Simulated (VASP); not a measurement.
Crystal: CuAu.

```
Au Cu
1.0
     1.41360    0.81614    4.16929
    -1.41360    0.81614    4.16929
     0.00000   -1.63228    4.16929
Au Cu
1 1
Direct
  0.00000 0.00000 0.00000
  0.50000 0.50000 0.50000
```

Base run:

```yaml
Program: VASP 6.6.1
Functional: PBEsol
Potentials_or_basis: VASP PAW PBE potentials, release 64 (Au, Cu)
Cutoff: 520 eV
k_mesh: 11 × 11 × 11
Occupations: fermi-dirac, width 0.05 eV
Spin: no spin polarisation
```

Its results: band gap on the k mesh zero (band 11 reaches 10.80 eV, above the bottom of band 12 at 6.48 eV); pressure 0.9 GPa.

Problem. The run is repeated on the same cell with these changes: functional from PBEsol to PBE. What comes out?

Solution. Band gap on the k mesh zero (band 11 reaches 11.02 eV, above the bottom of band 12 at 6.66 eV); pressure 9.5 GPa.

PBE binds less tightly than PBEsol, so the same cell stands under more pressure.

Caveats: spin-orbit coupling is left out, which moves the levels of the heavy elements; the PAW data sets were made with another functional, which shifts forces and pressure a little (some runs).
